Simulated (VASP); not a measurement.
# As (P-1) in VASP: a series of runs

As is run at these levels: PBE-based screened hybrid with 25 % exact exchange; tasks: single point.

All numbers are computed with VASP 6.6.1; they aren't measurements. Logs are shortened: lines on timing, memory, paths and dates and some standing lists are left out, and cuts for length are marked.

## 1. The cell of the first run

The typed cell holds 2 atoms: a = 2.704 Å, b = 2.704 Å, c = 5.407 Å, α = 90.00°, β = 90.00°, γ = 90.00°.

## 2. Single point, PBE-based screened hybrid with 25 % exact exchange

The input, POSCAR:

```
As
1.0
    2.7036817400      0.0000000000      0.0000000000
    0.0000000000      2.7036817400      0.0000000000
    0.0000000000      0.0000000000      5.4073634900
As
2
Direct
    0.4174883800      0.4846435100      0.2429717800
    0.5825116200      0.5153564900      0.7570282200
```

The input, INCAR.step1:

```
SYSTEM = As
PREC = Accurate ; ENCUT = 520
EDIFF = 1E-5 ; ISMEAR = -1
SIGMA = 0.05 ; LREAL = .False.
LASPH = .True. ; NELM = 60
ALGO = Normal ; ISIF = 2
LWAVE = .True. ; LCHARG = .False.
NBANDS = 12 ; GGA = PE
```

The input, INCAR.step2:

```
SYSTEM = As
PREC = Accurate ; ENCUT = 520
EDIFF = 1E-6 ; ISMEAR = -1
SIGMA = 0.05 ; LREAL = .False.
LASPH = .True. ; NELM = 60
ALGO = Normal ; ISIF = 2
LWAVE = .False. ; LCHARG = .False.
GGA = PE ; LHFCALC = .True.
AEXX = 0.25 ; HFSCREEN = 0.15
PRECFOCK = Normal ; NBANDS = 12
ISTART = 1
```

The input, KPOINTS:

```
Automatic mesh
0
Gamma
  5 5 3
  0 0 0
```

Potentials or basis: VASP PAW PBE potentials, release 64 (As).

Started as:

```console
$ cat potpaw_PBE.64/As/POTCAR > POTCAR
$ cp INCAR.step1 INCAR
$ mpirun -np 1 vasp_std > vasp.out
$ cp INCAR.step2 INCAR
$ mpirun -np 1 vasp_std > vasp.out
```

OUTCAR:

```text
SYSTEM = As
   PREC = Accurate
   ENCUT = 520
   EDIFF = 1E-6
   ISMEAR = -1
   LREAL = .False.
   LASPH = .True.
   NELM = 60
   ISIF = 2
   GGA = PE
   LHFCALC = .True.
   AEXX = 0.25
   HFSCREEN = 0.15
   PRECFOCK = Normal
   ISTART = 1

 ion  position               nearest neighbor table
   1  0.417  0.485  0.243-   2 2.67   2 2.82
   2  0.583  0.515  0.757-   1 2.67   1 2.82

  LATTYP: Found a simple tetragonal cell.
 ALAT       =     2.7036817400
 C/A-ratio  =     2.0000000037

  Lattice vectors:

 A1 = (   2.7036817400,   0.0000000000,   0.0000000000)
 A2 = (   0.0000000000,   2.7036817400,   0.0000000000)
 A3 = (   0.0000000000,   0.0000000000,   5.4073634900)

Analysis of symmetry for initial positions (statically):
=====================================================================
 Subroutine PRICEL returns:
 Original cell was already a primitive cell.

 Routine SETGRP: Setting up the symmetry group for a
 simple tetragonal supercell.

 Subroutine GETGRP returns: Found  2 space group operations
 (whereof  2 operations were pure point group operations)
 out of a pool of 16 trial point group operations.

The static configuration has the point symmetry S_2 .

Analysis of symmetry for dynamics (positions and initial velocities):
=====================================================================
 Subroutine PRICEL returns:
 Original cell was already a primitive cell.

 Routine SETGRP: Setting up the symmetry group for a
 simple tetragonal supercell.

 Subroutine GETGRP returns: Found  2 space group operations
 (whereof  2 operations were pure point group operations)
 out of a pool of 16 trial point group operations.

The dynamic configuration has the point symmetry S_2 .

 Subroutine INISYM returns: Found  2 space group operations
 (whereof  2 operations are pure point group operations),
 and found     1 'primitive' translations

----------------------------------------------------------------------------------------

                                     Primitive cell

  volume of cell :      39.5273

  direct lattice vectors                    reciprocal lattice vectors
     2.703681740  0.000000000  0.000000000     0.369866018  0.000000000  0.000000000
     0.000000000  2.703681740  0.000000000     0.000000000  0.369866018  0.000000000
     0.000000000  0.000000000  5.407363490     0.000000000  0.000000000  0.184933009
[... 99 lines left out ...]
   ISMEAR =    -1;   SIGMA  =   0.05  broadening in eV -4-tet -1-fermi 0-gaus
   EFERMI_NEDOS =   21; number of points for ismear=-14 and -15
   IALGO  =     38    algorithm
   IMIX   =      1    mixing-type and parameters
     AMIX     =   0.40;   BMIX     =  1.00
     AMIX_MAG =   1.60;   BMIX_MAG =  1.00
  volume/ion in A,a.u.               =      19.76       133.37
  Fermi-wavevector in a.u.,A,eV,Ry     =   1.035403  1.956627 14.586243  1.072059
  Thomas-Fermi vector in A             =   2.169744
   LORBIT       =      0    0 simple, 1 ext, 2 COOP (PROOUT), +10 PAW based schemes
   GGA     = PE    functional components
   LHFCALC =     T    Hartree Fock is set to
   PRECFOCK=normal    Normal, Fast or Accurate (Low or Medium for compatibility)
   ENCUT4O =  -1.0   cutoff for four orbital integrals eV
   NKREDX  =     1    reduce k-point grid by
   NKREDY  =     1    reduce k-point grid by
   NKREDZ  =     1    reduce k-point grid by
   AEXX    =    0.2500 exact exchange contribution
   HFSCREEN=    0.1500 screening length (either q_TF or 0.3 A-1)
   HFSCREENC=   0.1500 screening length for correlation (either q_TF or 0.3 A-1)
   ENCUTFOCK=  -1.0 apply spherical cutoff to Coloumb kernel
   IVDW    =     0    specifies the selected vdW correction
   LEPSILON=     F    determine dielectric tensor
   LRPA    =     F    only Hartree local field effects (RPA)
 non-spin polarized calculation
  energy-cutoff  :      520.00
  volume of cell :       39.53
 maximum number of plane-waves:      1075
  NGX = 16; NGY = 16; NGZ = 32

 number of electron       9.9999997 magnetization

 Free energy of the ion-electron system (eV)
  ---------------------------------------------------
  ext. energy  EPLUGINS =         0.00000000
  ---------------------------------------------------
  free energy    TOTEN  =       -10.91596063 eV

  energy without entropy =      -10.90864061  energy(sigma->0) =      -10.91230062

 E-fermi :   6.1377     XC(G=0):  -8.5756

 val. band max:        5.9596283401   @ k =   0.2000  -0.2000   0.3333
 cond. band min:       6.1715711354   @ k =   0.2000   0.2000   0.3333
 fundamental gap:      0.2119427954
 Fermi energy:         6.1377085676

 k-point     1 :       0.0000    0.0000    0.0000
  band No.  band energies     occupation
      1     -11.0707      2.00000
      2      -7.5680      2.00000
      3      -2.1160      2.00000
      4      10.4694      0.00000
      5      10.5517      0.00000
      6      10.9373      0.00000
      7      12.0763      0.00000
      8      13.1253      0.00000
      9      14.9331      0.00000
     10      15.7629      0.00000
     11      17.4875      0.00000
     12      17.7130      0.00000
[... 331 lines left out ...]
 k-point    24 :      -0.2000    0.2000    0.3333
  band No.  band energies     occupation
      1      -8.9105      2.00000
      2      -7.2924      2.00000
      3       2.0638      2.00000
      4       5.6114      1.99995
      5       5.8501      1.99366
      6       7.2201      0.00000
      7       7.7327      0.00000
      8       8.1625      0.00000
      9      16.9656      0.00000
     10      17.7217      0.00000
     11      20.0484      0.00000
     12      21.2668      0.00000

 [... further k-points ...]

------------------------ aborting loop because EDIFF is reached ----------------------------------------

  FORCE on cell =-STRESS in cart. coord.  units (eV):
  Direction    XX          YY          ZZ          XY          YZ          ZX
  --------------------------------------------------------------------------------------
  -------------------------------------------------------------------------------------
  Total        0.5404306     -0.0392939     -2.3821601      0.0602627      0.0143818      0.1089983
  in kB       21.9055309     -1.5927178    -96.5572361      2.4426562      0.5829431      4.4180808
  external PRESSURE =     -25.4148077 kB  Pullay stress =       0.0000000 kB

 VOLUME and BASIS-vectors are now :
 -----------------------------------------------------------------------------
  energy-cutoff  :      520.00
  volume of cell :       39.53
      direct lattice vectors                 reciprocal lattice vectors
     2.703681740  0.000000000  0.000000000     0.369866018  0.000000000  0.000000000
     0.000000000  2.703681740  0.000000000     0.000000000  0.369866018  0.000000000
     0.000000000  0.000000000  5.407363490     0.000000000  0.000000000  0.184933009

 POSITION                                       TOTAL-FORCE (eV/Angst)
 -----------------------------------------------------------------------------------
      1.12876      1.31032      1.31384         0.232116      0.039719     -0.216735
      1.57493      1.39336      4.09353        -0.232116     -0.039719      0.216735
 -----------------------------------------------------------------------------------
    total drift:                               -0.000000     -0.000000      0.000000

  FREE ENERGIE OF THE ION-ELECTRON SYSTEM (eV)
  ---------------------------------------------------
  free  energy   TOTEN  =       -10.9159606265 eV

  energy  without entropy=      -10.9086406118  energy(sigma->0) =      -10.91230062
```

OSZICAR.step1:

```text
N       E                     dE             d eps       ncg     rms          rms(c)
DAV:   1     0.282807605070E+02    0.28281E+02   -0.42180E+03   912   0.700E+02
DAV:   2    -0.737262283891E+01   -0.35653E+02   -0.33905E+02  1216   0.110E+02
DAV:   3    -0.888494193670E+01   -0.15123E+01   -0.15001E+01  1148   0.235E+01
DAV:   4    -0.889210620083E+01   -0.71643E-02   -0.70579E-02  1044   0.174E+00
DAV:   5    -0.889211984936E+01   -0.13649E-04   -0.13647E-04  1088   0.847E-02    0.292E+00
DAV:   6    -0.889420733231E+01   -0.20875E-02   -0.32970E-03  1020   0.354E-01    0.174E+00
DAV:   7    -0.889678885784E+01   -0.25815E-02   -0.47521E-03  1000   0.488E-01    0.900E-02
DAV:   8    -0.889687727555E+01   -0.88418E-04   -0.38530E-04  1044   0.117E-01    0.437E-02
DAV:   9    -0.889693148997E+01   -0.54214E-04   -0.65842E-05  1028   0.574E-02    0.158E-02
DAV:  10    -0.889693126583E+01    0.22415E-06   -0.16444E-06   572   0.892E-03
   1 F= -.88969313E+01 E0= -.88900486E+01  d E =-.137654E-01
```

Run time: 5.8 min. Hardware: 1 thread of Intel Xeon Platinum 8488C (Sapphire Rapids), shared host; peak memory 0.26 GiB.

What came out:

* Free energy: -10.9160 eV
* Pressure: -2.5 GPa
* Largest force: 0.320 eV/Å
* Band gap on the k mesh: zero (bands 5 and 6 overlap by 7.54 eV)

Forces in eV/Å, atoms in the order of the input:
```
As   0.232  0.040 -0.217
As  -0.232 -0.040  0.217
```

Stress tensor (GPa, compression positive):
```
 2.19  0.24  0.44
 0.24 -0.16  0.06
 0.44  0.06 -9.66
```

Caveat: the k points lie up to 0.46 Å⁻¹ apart, too coarse for converged energies and pressures of a metal; the PAW data sets were made with another functional, which shifts forces and pressure a little.

(Continued in part 2 of 3.)
